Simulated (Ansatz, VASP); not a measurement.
Two plane-wave programs on Al6W

```
Al W
1.0
     6.09405    0.00000    0.00000
     0.00000    6.09405    0.00000
     0.00000    0.00000    6.09405
Al W
6 1
Direct
  0.00000 0.00000 0.30349
  0.00000 0.00000 0.69651
  0.30349 0.00000 0.00000
  0.69651 0.00000 0.00000
  0.00000 0.30349 0.00000
  0.00000 0.69651 0.00000
  0.50000 0.50000 0.50000
```

Change from the starting cell: species swapped into the CaB6 type (Pm-3m, No. 221).

Alike in both runs: functional PBE; k mesh 4 × 4 × 4; occupations gaussian, width 0.2 eV; no spin polarisation.

Ansatz relaxed the structure, and its values are those at the end. VASP's run is a single point on that final structure, the one shown.

|  | VASP | Ansatz |
| --- | --- | --- |
| version | VASP 6.6.1 | Ansatz 0.2.0 |
| potentials or method | VASP PAW PBE potentials, release 64 (Al, W_sv), cutoff 500 eV | scalar-relativistic, plane waves, PAW |
| valence electrons in the cell | 32 | 32 |

Ansatz gave:

```
gap on the k mesh at the Fermi level (eV) : none
pressure (GPa)                            : 0.6
rms of the force components (eV/Å)        : 0.006
```

Estimate VASP's values.

gap on the k mesh at the Fermi level (eV): none; pressure (GPa): 0.6; rms of the force components (eV/Å): 0.007.

A gap of «none» marks a metal or a gap that the smearing closes.

Neither program's run includes spin-orbit coupling.
